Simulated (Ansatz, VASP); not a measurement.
## Two plane-wave programs on Os

File INCAR:

```
SYSTEM = Os
PREC = Accurate
ENCUT = 520
EDIFF = 1E-7
ISMEAR = 0
SIGMA = 0.15
LREAL = .FALSE.
LASPH = .TRUE.
NELM = 100
ALGO = Normal
ISIF = 2
LWAVE = .FALSE.
LCHARG = .FALSE.
GGA = PS
NBANDS = 10
```

KPOINTS

```
regular mesh
0
G
  20 20 20
  0 0 0
```

File POSCAR:

```
Os
1.0
    0.0000000000      2.0033500000      1.9158250000
    2.0033500000      0.0000000000      1.9158250000
    2.0033500000      2.0033500000      0.0000000000
Os
1
Direct
    0.0000000000      0.0000000000      0.0000000000
```

Input for Ansatz:

```yaml
crystal:
  lattice:
    - [0.0, 2.00335, 1.915825]
    - [2.00335, 0.0, 1.915825]
    - [2.00335, 2.00335, 0.0]
  atoms:
    - { symbol: Os, position: [0.0, 0.0, 0.0] }
basis:
  ecutwfc: 420
kpoints:
  mp_grid: { grid: [20, 20, 20] }
hamiltonian:
  xc: pbesol
scf:
  occupations: { method: gaussian, width: 0.15 }
output:
  forces: true
  stress: true
  eigenvalues: true
```

Change from the starting cell: strain +0.030 along x and y, -0.015 along z, atoms carried along.

Alike in both runs: task single point; functional PBEsol; k mesh 20 × 20 × 20; occupations gaussian, width 0.15 eV; no spin polarisation.

```csv
,VASP,Ansatz
version,VASP 6.6.1,Ansatz 0.2.0
potentials or method,"VASP PAW PBE potentials, release 64 (Os), cutoff 520 eV","scalar-relativistic, plane waves, PAW"
valence electrons in the cell,8,16
```

|  | VASP | Ansatz | Ansatz less VASP |
| --- | --- | --- | --- |
| gap on the k mesh at the Fermi level (eV) | none | none | - |
| pressure (GPa) | -32.8 | -32.5 | +0.27 |
| traceless stress, the component that is largest in VASP (GPa) | 8.45 | 8.50 | +0.048 |

VASP's potentials were made for PBE, not for PBEsol. A gap of «none» marks a metal or a gap that the smearing closes. Both programs put the cell under strong tension, so it lies far from rest at this level. VASP's potentials hold 8 valence electrons a cell and Ansatz's 16, so a difference there can come from the potentials and not from the codes.

Neither program's run includes spin-orbit coupling. Noted on VASP's run: the cell as given lies far from equilibrium.
